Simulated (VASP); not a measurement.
Wanted: the native input for a VASP 6.6.1 run.

```
Task                   : single point
Functional             : BLYP
Potentials or basis    : VASP PAW PBE potentials, release 64 (Ta_sv_GW)
Cutoff                 : 500 eV
k mesh                 : 22 × 22 × 22
Occupations            : fermi-dirac, width 0.1 eV
Spin                   : no spin polarisation
Dipole correction      : no
Further INCAR settings : ALGO = Normal; EDIFF = 1e-06; NBANDS = 12
```

The structure of Ta lies in POSCAR:

```
Ta
1.0
   -1.6318459748      1.6318459748      1.6318459748
    1.6318459748     -1.6318459748      1.6318459748
    1.6318459748      1.6318459748     -1.6318459748
Ta
1
Direct
    0.0000000000      0.0000000000      0.0000000000
```

One way to write it, as run:

INCAR

```
  PREC = Accurate
  ENCUT = 500
  EDIFF = 1E-6
  ISMEAR = -1
  SIGMA = 0.1
  LREAL = F
  LASPH = T
  NELM = 120
  ALGO = Normal
  ISIF = 2
  LWAVE = F
  LCHARG = T
  GGA = B5
  ALDAX = 1.0
  AGGAX = 1.0
  AGGAC = 1.0
  ALDAC = 0.0
  LELF = T
  LVHAR = T
  NBANDS = 12
  GGA_COMPAT = F
```

KPOINTS

```
regular mesh
0
Gamma
  22 22 22
```

Potentials or basis: VASP PAW PBE potentials, release 64 (Ta_sv_GW).

Launch:

```sh
$ cat potpaw_PBE.64/Ta_sv_GW/POTCAR > POTCAR
$ mpirun -np 1 vasp_std > vasp.out
```

Results of the run:

The pressure is 16.8 GPa and the band gap on the k mesh is zero (an odd number of electrons rules out a gap without spin polarisation).

Caveat: the cell stands under pressure; the PAW data sets were made with another functional, which shifts forces and pressure a little; spin-orbit coupling is left out, which moves the levels of the heavy elements.

Run time: 32 s on 1 thread of Intel(R) Xeon(R) Platinum 8559C (Emerald Rapids), with other jobs on the host, peak memory 0.2 GiB.
